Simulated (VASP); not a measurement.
The system is HfC.

```xyz
2
Lattice="2.9009 0.0000 0.0000 0.0000 2.9009 0.0000 0.0000 0.0000 2.9009" Properties=species:S:1:pos:R:3 pbc="T T T"
Hf    0.0000    0.0000    0.0000
C     1.4504    1.4504    1.4504
```

Base run:

```yaml
Program: VASP 6.6.1
Functional: PBE
Potentials_or_basis: VASP PAW PBE potentials, release 64 (Hf_pv, C)
Cutoff: 520 eV
k_mesh: 12 × 12 × 12
Occupations: gaussian, width 0.05 eV
Spin: no spin polarisation
```

Its results: band gap on the k mesh zero (band 7 reaches 7.68 eV, above the bottom of band 8 at 5.76 eV); pressure -1.4 GPa.

Task: The run is repeated on the same cell with these changes: further incar settings from ALGO = Normal; EDIFF = 1e-07; NBANDS = 14 to ALGO = Normal; EDIFF = 1e-06; NBANDS = 14; dispersion from none to D4. What comes out?

Result: Band gap on the k mesh zero (band 7 reaches 7.68 eV, above the bottom of band 8 at 5.76 eV); pressure -4.8 GPa.

Caveats: spin-orbit coupling is left out, which moves the levels of the heavy elements; pairwise dispersion overbinds metals, which lowers pressure and volume (some runs).
